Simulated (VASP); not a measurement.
# Na2ReP2 (I4/mmm) in VASP: further runs

Na2ReP2 is run at these levels: PBE; tasks: single point.

Program: VASP 6.6.1. These are calculated values, not measurements. Logs are shortened: lines on timing, memory, paths and dates and some standing lists are left out, and cuts for length are marked.

### Step 1. The cell of the first run

It takes space group I4/mmm (No. 139, tetragonal). The conventional cell has a = 3.347 Å, b = 3.347 Å, c = 13.907 Å, α = 90.00°, β = 90.00°, γ = 90.00°. Na (site symmetry -4m2) has 4 Na at 2.37 Å and 4 P at 2.79 Å within 3.1 Å. Re (site symmetry 4/mmm) has 8 P at 2.67 Å and 4 Re at 3.35 Å within 3.5 Å. P (site symmetry 4mm) has 5 P at 2.48 to 3.35 Å and 4 Re at 2.67 Å and 4 Na at 2.79 Å within 3.4 Å.

### Step 2. Single point, PBE

Contents of INCAR:

```
PREC = Accurate
ENCUT = 520
EDIFF = 1E-6
ISMEAR = 0
SIGMA = 0.1
LREAL = False
LASPH = True
NELM = 60
ALGO = Normal
ISIF = 2
LWAVE = False
LCHARG = False
GGA = PE
NBANDS = 24
```

Contents of KPOINTS:

```
Automatic mesh
0
Gamma
  6 6 6
```

Contents of POSCAR:

```
Na2ReP2
1.0
   -1.6735735137      1.6735735137      6.9536783299
    1.6735735137     -1.6735735137      6.9536783299
    1.6735735137      1.6735735137     -6.9536783299
Na Re P
2 1 2
Direct
    0.2500000000      0.7500000000      0.5000000000
    0.7500000000      0.2500000000      0.5000000000
    0.0000000000      0.0000000000      0.0000000000
    0.5890990818      0.5890990818      0.0000000000
    0.4109009182      0.4109009182      0.0000000000
```

Potentials or basis: VASP PAW PBE potentials, release 64 (Na_pv, Re, P).

Run with:

```
$ cat potpaw_PBE.64/Na_pv/POTCAR potpaw_PBE.64/Re/POTCAR potpaw_PBE.64/P/POTCAR > POTCAR
$ mpirun -np 1 vasp_std > vasp.out
```

OUTCAR:

```text
PREC = Accurate
   ENCUT = 520
   EDIFF = 1E-6
   ISMEAR = 0
   LREAL = False
   LASPH = True
   NELM = 60
   ISIF = 2
   GGA = PE

 ion  position               nearest neighbor table
   1  0.250  0.750  0.500-   2 2.37   2 2.37   2 2.37   2 2.37   4 2.79   5 2.79   4 2.79   5 2.79

   2  0.750  0.250  0.500-   1 2.37   1 2.37   1 2.37   1 2.37   5 2.79   4 2.79   4 2.79   5 2.79

   3  0.000  0.000  0.000-   4 2.67   4 2.67   5 2.67   4 2.67   5 2.67   5 2.67   4 2.67   5 2.67

   4  0.589  0.589  0.000-   5 2.48   3 2.67   3 2.67   3 2.67   3 2.67   2 2.79   1 2.79   2 2.79
                             1 2.79
   5  0.411  0.411  0.000-   4 2.48   3 2.67   3 2.67   3 2.67   3 2.67   1 2.79   2 2.79   1 2.79
                             2 2.79

  LATTYP: Found a body centered tetragonal cell.
 ALAT       =     3.3471470274
 C/A-ratio  =     4.1549882769

  Lattice vectors:

 A1 = (  -1.6735735137,   1.6735735137,   6.9536783299)
 A2 = (   1.6735735137,  -1.6735735137,   6.9536783299)
 A3 = (   1.6735735137,   1.6735735137,  -6.9536783299)

Analysis of symmetry for initial positions (statically):
=====================================================================
 Subroutine PRICEL returns:
 Original cell was already a primitive cell.

 Routine SETGRP: Setting up the symmetry group for a
 body centered tetragonal supercell.

 Subroutine GETGRP returns: Found 16 space group operations
 (whereof 16 operations were pure point group operations)
 out of a pool of 16 trial point group operations.

The static configuration has the point symmetry D_4h.

Analysis of symmetry for dynamics (positions and initial velocities):
=====================================================================
 Subroutine PRICEL returns:
 Original cell was already a primitive cell.

 Routine SETGRP: Setting up the symmetry group for a
 body centered tetragonal supercell.

 Subroutine GETGRP returns: Found 16 space group operations
 (whereof 16 operations were pure point group operations)
 out of a pool of 16 trial point group operations.

The dynamic configuration has the point symmetry D_4h.

 Subroutine INISYM returns: Found 16 space group operations
 (whereof 16 operations are pure point group operations),
 and found     1 'primitive' translations

----------------------------------------------------------------------------------------

                                     Primitive cell

[... 97 lines left out ...]
   LREAL  =      F    real-space projection
   EDIFFG = 0.1E-04   stopping-criterion for IOM
   NSW    =      0    number of steps for IOM
   IBRION =     -1    ionic relax: 0-MD 1-quasi-New 2-CG
   NFREE  =      0    steps in history (QN), initial steepest desc. (CG)
   ISIF   =      2    stress and relaxation
   ISYM   =      2    0-nonsym 1-usesym 2-fastsym
   POTIM  = 0.5000    time-step for ionic-motion
   TEBEG  =    0.0;   TEEND  =   0.0 temperature during run
   PSTRESS=    0.0 pullay stress
   NELECT =      31.0000    total number of electrons
   NUPDOWN=      -1.0000    fix difference up-down
   EMIN   =  10.00;   EMAX   =-10.00  energy-range for DOS
   EFERMI =   0.00;   METHOD = LEGACY
   ISMEAR =     0;   SIGMA  =   0.10  broadening in eV -4-tet -1-fermi 0-gaus
   EFERMI_NEDOS =   21; number of points for ismear=-14 and -15
   IALGO  =     38    algorithm
   IMIX   =      4    mixing-type and parameters
     AMIX     =   0.40;   BMIX     =  1.00
     AMIX_MAG =   1.60;   BMIX_MAG =  1.00
  volume/ion in A,a.u.               =      15.58       105.15
  Fermi-wavevector in a.u.,A,eV,Ry     =   1.204132  2.275479 19.727539  1.449933
  Thomas-Fermi vector in A             =   2.339866
   LORBIT       =      0    0 simple, 1 ext, 2 COOP (PROOUT), +10 PAW based schemes
   GGA     = PE    functional components
   LHFCALC =     F    Hartree Fock is set to
   AEXX    =    0.0000 exact exchange contribution
   IVDW    =     0    specifies the selected vdW correction
   LEPSILON=     F    determine dielectric tensor
   LRPA    =     F    only Hartree local field effects (RPA)
 non-spin polarized calculation
 Gauss-broadening in eV      SIGMA  =   0.10
  energy-cutoff  :      520.00
  volume of cell :       77.90
 maximum number of plane-waves:      2114
 NGX is ok and might be reduce to    56
   NGX = 27   NGY = 27   NGZ = 27

 number of electron      30.9999994 magnetization

 Free energy of the ion-electron system (eV)
  ---------------------------------------------------
  ext. energy  EPLUGINS =         0.00000000
  ---------------------------------------------------
  free energy    TOTEN  =       -23.31350214 eV

  energy without entropy =      -23.29547936  energy(sigma->0) =      -23.30449075

 E-fermi :   6.9235     XC(G=0): -10.8028

 val. band max:        6.9220535246   @ k =  -0.3333   0.3333   0.1667
 cond. band min:       6.9253447349   @ k =   0.3333   0.1667   0.1667
 fundamental gap:      0.0032912104
 Fermi energy:         6.9234920129

 k-point     1 :       0.0000    0.0000    0.0000
  band No.  band energies     occupation
      1     -19.6235      2.00000
      2     -19.6235      2.00000
      3     -19.1707      2.00000
      4     -18.8824      2.00000
      5     -18.8563      2.00000
      6     -18.8563      2.00000
[... 637 lines left out ...]
     23      13.2840      0.00000
     24      14.4190      0.00000

 [... further k-points ...]

------------------------ aborting loop because EDIFF is reached ----------------------------------------

  FORCE on cell =-STRESS in cart. coord.  units (eV):
  Direction    XX          YY          ZZ          XY          YZ          ZX
  --------------------------------------------------------------------------------------
  -------------------------------------------------------------------------------------
  Total        0.0700339      0.0700339     -0.0934398      0.0000000     -0.0000000      0.0000000
  in kB        1.4403065      1.4403065     -1.9216676      0.0000000     -0.0000000      0.0000000
  external PRESSURE =       0.3196484 kB  Pullay stress =       0.0000000 kB

 VOLUME and BASIS-vectors are now :
 -----------------------------------------------------------------------------
  energy-cutoff  :      520.00
  volume of cell :       77.90
      direct lattice vectors                 reciprocal lattice vectors
    -1.673573514  1.673573514  6.953678330     0.000000000  0.298761898  0.071904390
     1.673573514 -1.673573514  6.953678330     0.298761898  0.000000000  0.071904390
     1.673573514  1.673573514 -6.953678330     0.298761898  0.298761898  0.000000000

 POSITION                                       TOTAL-FORCE (eV/Angst)
 -----------------------------------------------------------------------------------
      1.67357      0.00000      3.47684        -0.000000     -0.000000     -0.000000
      0.00000      1.67357      3.47684        -0.000000     -0.000000     -0.000000
      0.00000      0.00000      0.00000        -0.000000     -0.000000     -0.000000
      0.00000      0.00000      8.19281         0.000000      0.000000     -0.045743
      0.00000      0.00000      5.71455         0.000000      0.000000      0.045743
 -----------------------------------------------------------------------------------
    total drift:                               -0.000000     -0.000000      0.000000

  FREE ENERGIE OF THE ION-ELECTRON SYSTEM (eV)
  ---------------------------------------------------
  free  energy   TOTEN  =       -23.3135021439 eV

  energy  without entropy=      -23.2954793644  energy(sigma->0) =      -23.30449075
```

OSZICAR:

```text
N       E                     dE             d eps       ncg     rms          rms(c)
DAV:   1     0.228858228604E+03    0.22886E+03   -0.15133E+04  2152   0.147E+03
DAV:   2    -0.839561835065E+01   -0.23725E+03   -0.22361E+03  2248   0.494E+02
DAV:   3    -0.253659274779E+02   -0.16970E+02   -0.16207E+02  2352   0.109E+02
DAV:   4    -0.257891449422E+02   -0.42322E+00   -0.42121E+00  2008   0.148E+01
DAV:   5    -0.258081194573E+02   -0.18975E-01   -0.18961E-01  2192   0.349E+00    0.245E+01
DAV:   6    -0.252503526963E+02    0.55777E+00   -0.12145E+01  2480   0.564E+01    0.841E+00
DAV:   7    -0.236563132416E+02    0.15940E+01   -0.69309E+00  2576   0.482E+01    0.876E+00
DAV:   8    -0.233242057625E+02    0.33211E+00   -0.58480E-01  2536   0.120E+01    0.109E+00
DAV:   9    -0.233158162994E+02    0.83895E-02   -0.91212E-02  2552   0.336E+00    0.560E-01
DAV:  10    -0.233143478578E+02    0.14684E-02   -0.46259E-03  2544   0.107E+00    0.264E-01
DAV:  11    -0.233136991228E+02    0.64874E-03   -0.18033E-03  2432   0.998E-01    0.110E-01
DAV:  12    -0.233135050622E+02    0.19406E-03   -0.27016E-04  2416   0.236E-01    0.336E-02
DAV:  13    -0.233135041286E+02    0.93360E-06   -0.67732E-05  2176   0.676E-02    0.152E-02
DAV:  14    -0.233135026214E+02    0.15072E-05   -0.13826E-05  2208   0.570E-02    0.524E-03
DAV:  15    -0.233135021439E+02    0.47758E-06   -0.65028E-07  1304   0.155E-02
   1 F= -.23313502E+02 E0= -.23304491E+02  d E =-.180228E-01
```

stdout:

```text
POSCAR found type information on POSCAR NaReP
 POSCAR found :  3 types and       5 ions
 scaLAPACK will be used
 LDA part: xc-table for (Slater+PW92), standard interpolation
 POSCAR, INCAR and KPOINTS ok, starting setup
 FFT: planning ... GRIDC
 FFT: planning ... GRID_SOFT
 FFT: planning ... GRID
 WAVECAR not read
 entering main loop
```

Run time: 2.3 min. Hardware: 1 thread of Intel Xeon 6975P-C (Granite Rapids), shared host; peak memory 0.43 GiB.

Results:

```yaml
Free_energy: -23.3135 eV
Pressure: 0.0 GPa
Largest_force: 0.046 eV/Å
Band_gap_on_the_k_mesh: zero (an odd number of electrons rules out a gap without spin polarisation)
```

Forces on the atoms (eV/Å):
```
Na   0.000  0.000  0.000
Na   0.000  0.000  0.000
Re   0.000  0.000  0.000
P    0.000  0.000 -0.046
P    0.000  0.000  0.046
```

Caveat: spin-orbit coupling is left out, which moves the levels of the heavy elements.

### Step 3. Single point, PBE

This run uses another cell than the first one, of 17.69 Å³/atom.

Contents of INCAR:

```
ALGO = Normal ; EDIFF = 1E-7
ENCUT = 520 ; GGA = PE
ISIF = 2 ; ISMEAR = 0
LASPH = True ; LCHARG = True
LELF = True ; LREAL = False
LVHAR = True ; LWAVE = False
NBANDS = 24 ; NELM = 60
PREC = Accurate ; SIGMA = 0.1
```

Contents of KPOINTS:

```
k-points
0
Gamma
  6 6 6
```

Contents of POSCAR:

```
Na2ReP2
1.0
   -2.0348587735      2.0348587735      5.3389858908
    2.0348587735     -2.0348587735      5.3389858908
    2.0348587735      2.0348587735     -5.3389858908
Na Re P
2 1 2
Direct
    0.2500000000      0.7500000000      0.5000000000
    0.7500000000      0.2500000000      0.5000000000
    0.0000000000      0.0000000000      0.0000000000
    0.6260000000      0.6260000000      0.0000000000
    0.3740000000      0.3740000000      0.0000000000
```

Potentials or basis: VASP PAW PBE potentials, release 64 (Na_pv, Re, P).

Run with:

```
$ cat potpaw_PBE.64/Na_pv/POTCAR potpaw_PBE.64/Re/POTCAR potpaw_PBE.64/P/POTCAR > POTCAR
$ mpirun -np 1 vasp_std > vasp.out
```

Wall time 83 s (1 thread of Intel Xeon 6975P-C (Granite Rapids), shared host); peak memory 0.35 GiB.

Results (log left out):

```
Free energy            : -18.6983 eV
Pressure               : 1.2 GPa
Largest force          : 5.727 eV/Å
Band gap on the k mesh : zero (an odd number of electrons rules out a gap without spin polarisation)
```

Forces on the atoms (eV/Å):
```
Na   0.000  0.000  0.000
Na   0.000  0.000  0.000
Re   0.000  0.000  0.000
P    0.000  0.000 -5.727
P    0.000  0.000  5.727
```

Stress tensor (GPa, compression positive):
```
0.47 0.00 0.00
0.00 0.47 0.00
0.00 0.00 2.63
```

Levels at points of the mesh, in eV from the Fermi level:
| k point | band 13 | band 14 | band 15 | band 16 | band 17 | band 18 | band 19 | band 20 |
| --- | --- | --- | --- | --- | --- | --- | --- | --- |
| (0.00, 0.00, 0.00) | -1.59 | -1.59 | -0.56 | -0.48 | -0.02 | 0.58 | 1.17 | 1.17 |
| (0.50, 0.00, 0.00) | -1.41 | -0.59 | -0.57 | -0.38 | 0.02 | 1.38 | 1.71 | 3.12 |
| (0.50, 0.50, 0.00) | -2.64 | -1.14 | 0.15 | 0.24 | 0.27 | 0.70 | 1.17 | 1.79 |
| (0.50, 0.50, 0.50) | -1.60 | -1.60 | -1.14 | -0.54 | -0.15 | 0.89 | 1.47 | 1.47 |

Caveat: spin-orbit coupling is left out, which moves the levels of the heavy elements; forces of over 1 eV/Å act on the atoms, so gaps and moduli don't describe the material at rest.
